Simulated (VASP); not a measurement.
A run of VASP 6.6.1:

File INCAR:

```
SYSTEM = BN
PREC = Accurate ; ENCUT = 520
EDIFF = 1E-7 ; ISMEAR = 1
SIGMA = 0.02 ; LREAL = .False.
LASPH = .True. ; NELM = 80
ALGO = Normal ; ISIF = 2
LWAVE = .False. ; LCHARG = .False.
GGA = PE ; NBANDS = 11
```

KPOINTS

```
regular mesh
0
Gamma
  8 8 8
  0 0 0
```

The input POSCAR:

```
BN
1.0
    0.0000000000      1.8075000000      1.8075000000
    1.8075000000      0.0000000000      1.8075000000
    1.8075000000      1.8075000000      0.0000000000
B N
1 1
Direct
    0.0000000000      0.0000000000      0.0000000000
    0.2500000000      0.2500000000      0.2500000000
```

Potentials or basis: VASP PAW PBE potentials, release 64 (B, N).

Launch:

```sh
$ cat potpaw_PBE.64/B/POTCAR potpaw_PBE.64/N/POTCAR > POTCAR
$ mpirun -np 1 vasp_std > vasp.out
```

Hardware: 1 thread of Intel(R) Xeon(R) 6975P-C (Granite Rapids), with other jobs on the host.

Question: Estimate the wall time of this run.

Answer: It took 2.4 s on 1 thread of Intel(R) Xeon(R) 6975P-C (Granite Rapids) (shared host), peak memory 0.11 GiB. Counts: scf iterations 13, k points 29.
